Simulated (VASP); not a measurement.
Crystal: CdSe (Cadmoselite).

```
Cd Se
1.0
     4.30000    0.00000    0.00000
    -2.15000    3.72391    0.00000
     0.00000    0.00000    7.02000
Cd Se
2 2
Cartesian
  0.0000 2.4826 0.0000
  2.1500 1.2413 3.5100
  0.0000 2.4826 2.7027
  2.1500 1.2413 6.2127
```

| Property | Result |
| --- | --- |
| Program | VASP 6.6.1 |
| Task | relaxation of cell and atoms |
| Functional | PBE |
| Potentials or basis | VASP PAW PBE potentials, release 64 (Cd, Se) |
| Cutoff | 600 eV |
| k mesh | 10 × 10 × 6 |
| Occupations | gaussian, width 0.05 eV |
| Spin | no spin polarisation |

At the start: pressure 3.3 GPa; volume 28.10 Å³/atom.

Task: Where does the relaxation end?

Result: Over 9 steps the energy falls by 21.9 meV/atom and the volume is 29.90 Å³/atom (+6.4 %); space group P6_3mc (No. 186, to 0.05 Å).

Step by step:
| step | energy change (eV) | largest force (eV/Å) | pressure (GPa) | volume (Å³) |
| --- | --- | --- | --- | --- |
| 1 | 0.0000 | 0.2909 | 3.29 | 112.41 |
| 2 | -0.0774 | 0.0485 | -0.86 | 122.04 |
| 3 | -0.0836 | 0.0921 | -0.09 | 119.81 |
| 4 | -0.0835 | 0.0952 | -0.01 | 119.66 |
| 5 | -0.0849 | 0.0649 | 0.04 | 119.49 |
| 6 | -0.0858 | 0.0134 | 0.14 | 119.23 |
| 7 | -0.0868 | 0.0095 | 0.02 | 119.52 |
| 8 | -0.0875 | 0.0030 | -0.14 | 119.97 |
| 9 | -0.0878 | 0.0072 | 0.01 | 119.59 |

Final structure:
```yaml
crystal:
  lattice:
    - [4.38956, 0.00000, 0.00000]
    - [-2.19478, 3.80147, 0.00000]
    - [0.00000, 0.00000, 7.16654]
  atoms:
    - { symbol: Cd, position: [0.33333, 0.66667, 0.00453] }
    - { symbol: Cd, position: [0.66667, 0.33333, 0.50453] }
    - { symbol: Se, position: [0.33333, 0.66667, 0.38048] }
    - { symbol: Se, position: [0.66667, 0.33333, 0.88047] }
```
